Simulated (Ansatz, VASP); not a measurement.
# SnO in VASP and in Ansatz

```xyz
8
Lattice="4.8408 0.0000 0.0000 0.0000 3.7986 0.0000 0.0000 0.0000 17.6979" Properties=species:S:1:pos:R:3 pbc="T T T"
Sn    1.2010    1.8993    6.0160
Sn    3.7492    0.0000    7.7412
Sn    1.0916    1.8993    9.9567
Sn    3.6398    0.0000   11.6819
O     0.1001    0.0000    5.9430
O     0.1022    1.8993    7.8922
O    -0.1022    0.0000    9.8057
O    -0.1001    1.8993   11.7549
```

Alike in both runs: functional PBE; k mesh 4 × 4 × 1; occupations methfessel-paxton of order 1, width 0.1 eV; no spin polarisation.

Ansatz relaxed the structure, and its values are those at the end. VASP's run is a single point on that final structure, the one shown.

|  | VASP | Ansatz |
| --- | --- | --- |
| version | VASP 6.6.1 | Ansatz 0.2.0 |
| potentials or method | VASP PAW PBE potentials, release 64 (Sn_d, O), cutoff 520 eV | plane waves, PAW |
| valence electrons in the cell | 80 | 80 |

|  | VASP | Ansatz | Ansatz less VASP |
| --- | --- | --- | --- |
| gap on the k mesh at the Fermi level (eV) | 1.19 | 1.20 | +0.008 |
| rms of the force components (eV/Å) | 0.033 | 0.005 | -0.0285 |

With one functional, cell and mesh, what is left measures potentials, basis and numerics. Ansatz's warnings: vacuum density over bound.
